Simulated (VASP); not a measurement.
# In in VASP: further runs, part 2 of 2

VASP 6.6.1. The steps go on from the part before.

## (3) Relaxation of cell and atoms, PBEsol

INCAR reads:

```
  ALGO = Normal
  EDIFF = 1E-7
  EDIFFG = -0.005
  ENCUT = 600
  GGA = PS
  IBRION = 2
  ISIF = 3
  ISMEAR = -1
  LASPH = True
  LCHARG = False
  LREAL = False
  LWAVE = False
  NELM = 60
  NSW = 80
  PREC = Accurate
  SIGMA = 0.05
```

KPOINTS reads:

```
k-points
0
Gamma
  10 10 10
```

POSCAR reads:

```
In
1.0
   -1.8825252400      1.8825252400      1.8825252400
    1.8825252400     -1.8825252400      1.8825252400
    1.8825252400      1.8825252400     -1.8825252400
In
1
Direct
    0.0000000000      0.0000000000      0.0000000000
```

Potentials or basis: VASP PAW PBE potentials, release 64 (In_d).

Command:

```
$ cat potpaw_PBE.64/In_d/POTCAR > POTCAR
$ mpirun -np 1 vasp_std > vasp.out
```

OUTCAR:

```text
EDIFF = 1E-7
   EDIFFG = -0.005
   ENCUT = 600
   GGA = PS
   IBRION = 2
   ISIF = 3
   ISMEAR = -1
   LASPH = True
   LREAL = False
   NELM = 60
   NSW = 80
   PREC = Accurate

 ion  position               nearest neighbor table
   1  0.000  0.000  0.000-

  LATTYP: Found a body centered cubic cell.
 ALAT       =     3.7650504800

  Lattice vectors:

 A1 = (  -1.8825252400,   1.8825252400,   1.8825252400)
 A2 = (   1.8825252400,  -1.8825252400,   1.8825252400)
 A3 = (   1.8825252400,   1.8825252400,  -1.8825252400)

Analysis of symmetry for initial positions (statically):
=====================================================================
 Subroutine PRICEL returns:
 Original cell was already a primitive cell.

 Routine SETGRP: Setting up the symmetry group for a
 body centered cubic supercell.

 Subroutine GETGRP returns: Found 48 space group operations
 (whereof 48 operations were pure point group operations)
 out of a pool of 48 trial point group operations.

The static configuration has the point symmetry O_h .

Analysis of symmetry for dynamics (positions and initial velocities):
[... 166 lines left out ...]
  Total       -0.2207444     -0.2207444     -0.2207444     -0.0000000      0.0000000      0.0000000
  in kB      -13.2531106    -13.2531106    -13.2531106     -0.0000000      0.0000000      0.0000000
  external PRESSURE =     -13.2531106 kB  Pullay stress =       0.0000000 kB
[... 57 lines left out ...]
--------------------------------------- Ionic step        3  -------------------------------------------

 number of electron      12.9999997 magnetization

 Free energy of the ion-electron system (eV)
  ---------------------------------------------------
  ext. energy  EPLUGINS =         0.00000000
  ---------------------------------------------------
  free energy    TOTEN  =        -2.97798868 eV

  energy without entropy =       -2.97265724  energy(sigma->0) =       -2.97532296

 E-fermi :   7.4421     XC(G=0): -10.4749

 val. band max:        7.4297037722   @ k =   0.3000   0.3000   0.0000
 cond. band min:       7.4617936033   @ k =   0.2000   0.2000   0.2000
 fundamental gap:      0.0320898311
 Fermi energy:         7.4420815981

 k-point     1 :       0.0000    0.0000    0.0000
  band No.  band energies     occupation
      1      -7.0918      2.00000
      2      -7.0918      2.00000
      3      -7.0918      2.00000
      4      -6.8003      2.00000
      5      -6.8003      2.00000
      6      -2.1415      2.00000
      7      18.7650      0.00000
      8      18.7650      0.00000
      9      18.7650      0.00000
     10      20.5677      0.00000
[... 287 lines left out ...]
 k-point    24 :      -0.3000    0.3000    0.1000
  band No.  band energies     occupation
      1      -7.1233      2.00000
      2      -7.0580      2.00000
      3      -6.8766      2.00000
      4      -6.8158      2.00000
      5      -6.7941      2.00000
      6       0.2497      2.00000
      7       9.8291      0.00000
      8      13.7444      0.00000
      9      14.8886      0.00000
     10      18.5905      0.00000

 [... further k-points ...]
[... 5 lines left out ...]
  --------------------------------------------------------------------------------------
  -------------------------------------------------------------------------------------
  Total       -0.0004344     -0.0004344     -0.0004344     -0.0000000      0.0000000     -0.0000000
  in kB       -0.0269799     -0.0269799     -0.0269799     -0.0000000      0.0000000     -0.0000000
  external PRESSURE =      -0.0269799 kB  Pullay stress =       0.0000000 kB
[... 16 lines left out ...]
  FREE ENERGIE OF THE ION-ELECTRON SYSTEM (eV)
  ---------------------------------------------------
  free  energy   TOTEN  =        -2.9779886770 eV

  energy  without entropy=       -2.9726572435  energy(sigma->0) =       -2.97532296

 reached required accuracy - stopping structural energy minimisation
```

OSZICAR:

```text
N       E                     dE             d eps       ncg     rms          rms(c)
DAV:   1     0.747568499047E+02    0.74757E+02   -0.70179E+03   942   0.179E+03
DAV:   2     0.782591946386E-01   -0.74679E+02   -0.73440E+02   954   0.298E+02
DAV:   3    -0.293990674543E+01   -0.30182E+01   -0.30075E+01  1108   0.675E+01
[... 23 lines left out ...]
DAV:   3    -0.297798906523E+01    0.61456E-04   -0.21186E-04  1230   0.337E-01    0.185E-02
DAV:   4    -0.297798787794E+01    0.11873E-05   -0.48783E-06  1024   0.242E-02    0.842E-03
DAV:   5    -0.297798828286E+01   -0.40492E-06   -0.79253E-07  1032   0.751E-03    0.330E-03
DAV:   6    -0.297798871854E+01   -0.43568E-06   -0.18215E-07  1042   0.356E-03    0.566E-04
DAV:   7    -0.297798867703E+01    0.41513E-07   -0.44026E-09   556   0.763E-04
   3 F= -.29779887E+01 E0= -.29753230E+01  d E =-.379815E-02
```

CONTCAR:

```text
In
   1.00000000000000
    -1.8613313399109461    1.8613313399109461    1.8613313399109461
     1.8613313399109461   -1.8613313399109461    1.8613313399109461
     1.8613313399109461    1.8613313399109461   -1.8613313399109461
  In
     1
Direct
     0.0000000000000000    0.0000000000000000    0.0000000000000000

  0.00000000E+00  0.00000000E+00  0.00000000E+00
```

Wall time 18 s (1 thread of AMD EPYC 9R45 (Zen 5), shared host); peak memory 0.14 GiB.

What came out:

```yaml
Free_energy: -2.9780 eV
Relaxed_volume: 25.79 Å³/atom
Relaxed_cell: a = 3.224 Å, b = 3.224 Å, c = 3.224 Å, α = 109.47°, β = 109.47°, γ = 109.47°
Space_group_after_relaxing_to_0.05_Å: Im-3m (No. 229)
Energy_gained_by_relaxing: 3.8 meV/atom
Ionic_steps: 3
Pressure_after_relaxing: 0.0 GPa
```

Step by step:
| step | energy change (eV) | largest force (eV/Å) | pressure (GPa) | volume (Å³) |
| --- | --- | --- | --- | --- |
| 1 | 0.0000 | 0.0000 | -1.33 | 26.69 |
| 2 | -0.0038 | 0.0000 | -0.08 | 25.84 |
| 3 | -0.0038 | 0.0000 | 0.00 | 25.79 |

Final structure:
```yaml
crystal:
  lattice:
    - [-1.86133, 1.86133, 1.86133]
    - [1.86133, -1.86133, 1.86133]
    - [1.86133, 1.86133, -1.86133]
  atoms:
    - { symbol: In, position: [0.00000, 0.00000, 0.00000] }
```

Levels at points of the mesh, in eV from the Fermi level:
| k point | band 4 | band 5 | band 6 | band 7 | band 8 | band 9 |
| --- | --- | --- | --- | --- | --- | --- |
| (0.00, 0.00, 0.00) | -14.24 | -14.24 | -9.58 | 11.32 | 11.32 | 11.32 |
| (0.50, 0.00, 0.00) | -14.24 | -14.06 | -3.86 | -3.19 | 6.05 | 7.45 |
| (0.50, 0.50, 0.50) | -14.11 | -14.11 | 1.18 | 1.32 | 1.32 | 1.32 |

Caveat: the PAW data sets were made with another functional, which shifts forces and pressure a little; spin-orbit coupling is left out, which moves the levels of the heavy elements.

## (4) Relaxation of cell and atoms, PBEsol, target pressure 5 GPa, at which the enthalpy is minimised

INCAR reads:

```
SYSTEM = In
PREC     = Accurate       ! precision mode
ENCUT    = 600            ! plane-wave cutoff, eV
EDIFF    = 1E-6           ! SCF threshold, eV
ISMEAR   = -1             ! smearing method
SIGMA    = 0.05           ! smearing width, eV
LREAL    = .FALSE.        ! projectors in reciprocal space
LASPH    = .TRUE.         ! aspherical terms in the spheres
NELM     = 100            ! most SCF steps
ALGO     = Normal         ! electronic algorithm
ISIF     = 3              ! what is computed and relaxed
LWAVE    = .FALSE.        ! write WAVECAR
LCHARG   = .FALSE.        ! write CHGCAR
GGA      = PS             ! functional
IBRION   = 2              ! ionic algorithm
NSW      = 80             ! ionic steps
EDIFFG   = -0.005         ! ionic threshold
PSTRESS  = 50.0
```

KPOINTS reads:

```
regular mesh
0
G
  10 10 10
  0 0 0
```

POSCAR is that of step 3.

Command:

```
$ cat potpaw_PBE.64/In_d/POTCAR > POTCAR
$ mpirun -np 1 vasp_std > vasp.out
```

Run time: 17 s. Hardware: 1 thread of AMD EPYC 9R45 (Zen 5), shared host; peak memory 0.14 GiB.

It converged, with:

```
Free energy                                            : -2.9466 eV
Relaxed volume                                         : 23.55 Å³/atom
Relaxed cell                                           : a = 3.127 Å, b = 3.127 Å, c = 3.127 Å, α = 109.47°, β = 109.47°, γ = 109.47°
Space group after relaxing (to 0.05 Å)                 : Im-3m (No. 229)
Energy change on relaxing (the enthalpy is what falls) : +27.6 meV/atom
Ionic steps                                            : 3
Pressure after relaxing                                : 5.0 GPa
```

The path:
| step | energy change (eV) | largest force (eV/Å) | pressure (GPa) | volume (Å³) |
| --- | --- | --- | --- | --- |
| 1 | 0.0000 | 0.0000 | -1.30 | 26.69 |
| 2 | 0.0546 | 0.0000 | 7.39 | 22.83 |
| 3 | 0.0276 | 0.0000 | 4.98 | 23.55 |

Final structure:
```yaml
crystal:
  lattice:
    - [-1.80558, 1.80558, 1.80558]
    - [1.80558, -1.80558, 1.80558]
    - [1.80558, 1.80558, -1.80558]
  atoms:
    - { symbol: In, position: [0.00000, 0.00000, 0.00000] }
```

Levels at points of the mesh, in eV from the Fermi level:
| k point | band 4 | band 5 | band 6 | band 7 | band 8 | band 9 |
| --- | --- | --- | --- | --- | --- | --- |
| (0.00, 0.00, 0.00) | -14.32 | -14.32 | -10.27 | 12.37 | 12.37 | 12.37 |
| (0.50, 0.00, 0.00) | -14.31 | -14.08 | -3.88 | -3.61 | 6.47 | 7.75 |
| (0.50, 0.50, 0.50) | -14.14 | -14.14 | 1.29 | 1.29 | 1.29 | 1.87 |

Caveat: the cell is relaxed towards a set pressure, so the enthalpy falls and the energy may rise; the PAW data sets were made with another functional, which shifts forces and pressure a little; spin-orbit coupling is left out, which moves the levels of the heavy elements.

## (5) Relaxation of cell and atoms, PBEsol, target pressure 10 GPa, at which the enthalpy is minimised

INCAR reads:

```
  PREC = Accurate
  ENCUT = 600
  EDIFF = 1E-6
  ISMEAR = -1
  SIGMA = 0.05
  LREAL = False
  LASPH = True
  NELM = 100
  ALGO = Normal
  ISIF = 3
  LWAVE = False
  LCHARG = False
  GGA = PS
  IBRION = 2
  NSW = 80
  EDIFFG = -0.005
  PSTRESS = 100.0
```

KPOINTS reads:

```
regular mesh
0
Gamma
  10 10 10
```

POSCAR is that of step 4.

Command:

```
$ cat potpaw_PBE.64/In_d/POTCAR > POTCAR
$ mpirun -np 1 vasp_std > vasp.out
```

Wall time 35 s (1 thread of AMD EPYC 9R45 (Zen 5), shared host); peak memory 0.14 GiB.

The run converged. Its results:

```
Free energy                                            : -2.8809 eV
Relaxed volume                                         : 22.11 Å³/atom
Relaxed cell                                           : a = 3.063 Å, b = 3.063 Å, c = 3.063 Å, α = 109.47°, β = 109.47°, γ = 109.47°
Space group after relaxing (to 0.05 Å)                 : Im-3m (No. 229)
Energy change on relaxing (the enthalpy is what falls) : +93.3 meV/atom
Ionic steps                                            : 6
Pressure after relaxing                                : 10.0 GPa
```

Step by step:
| step | energy change (eV) | largest force (eV/Å) | pressure (GPa) | volume (Å³) |
| --- | --- | --- | --- | --- |
| 1 | 0.0000 | 0.0000 | -1.30 | 26.69 |
| 2 | 0.2876 | 0.0000 | 21.26 | 20.05 |
| 3 | 0.0913 | 0.0000 | 9.89 | 22.14 |
| 4 | 0.0967 | 0.0000 | 10.22 | 22.06 |
| 5 | 0.0910 | 0.0000 | 9.86 | 22.15 |
| 6 | 0.0933 | 0.0000 | 10.00 | 22.11 |

Final structure:
```xyz
1
Lattice="-1.7682 1.7682 1.7682 1.7682 -1.7682 1.7682 1.7682 1.7682 -1.7682" Properties=species:S:1:pos:R:3 pbc="T T T"
In    3.5363    0.0000    0.0000
```

Levels at points of the mesh, in eV from the Fermi level:
```tsv
k point	band 2	band 3	band 4	band 5	band 6	band 7	band 8	band 9	band 10
(0.00, 0.00, 0.00)	-14.82	-14.82	-14.40	-14.40	-10.80	13.13	13.13	13.13	13.51
(0.50, 0.00, 0.00)	-14.94	-14.42	-14.39	-14.13	-3.94	-3.91	6.75	7.93	11.15
(0.50, 0.50, 0.50)	-15.03	-14.19	-14.19	-14.19	1.25	1.25	1.25	2.36	5.66
```

Caveat: the cell is relaxed towards a set pressure, so the enthalpy falls and the energy may rise; the volume moved by over 15 % at a fixed basis, so the end points are rough; the PAW data sets were made with another functional, which shifts forces and pressure a little; spin-orbit coupling is left out, which moves the levels of the heavy elements.

## (6) Overview

```csv
task,cell,cutoff (eV),gap on the mesh (eV),pressure (GPa)
single point,"a = 3.261 Å, angles 108.7, 108.7, 111.1°, 1 atom",520,none,-1.3
relaxation of cell and atoms,"relaxed from a = 3.261 Å, angles 109.5°, 1 atom",600,none,0.0
relaxation of cell and atoms,"relaxed to 5 GPa from a = 3.261 Å, angles 109.5°, 1 atom",600,none,5.0
relaxation of cell and atoms,"relaxed to 10 GPa from a = 3.261 Å, angles 109.5°, 1 atom",600,none,10.0
```

Alike in all rows: level PBEsol; potentials or basis VASP PAW PBE potentials, release 64 (In_d); no spin polarisation; k mesh 10 × 10 × 10; smearing fermi-dirac 0.05 eV.

Caveats: the PAW data sets were made with another functional, which shifts forces and pressure a little; spin-orbit coupling is left out, which moves the levels of the heavy elements; the cell is relaxed towards a set pressure, so the enthalpy falls and the energy may rise (some runs); the volume moved by over 15 % at a fixed basis, so the end points are rough (some runs).

Absolute energies hang on the potentials; compare differences alone.
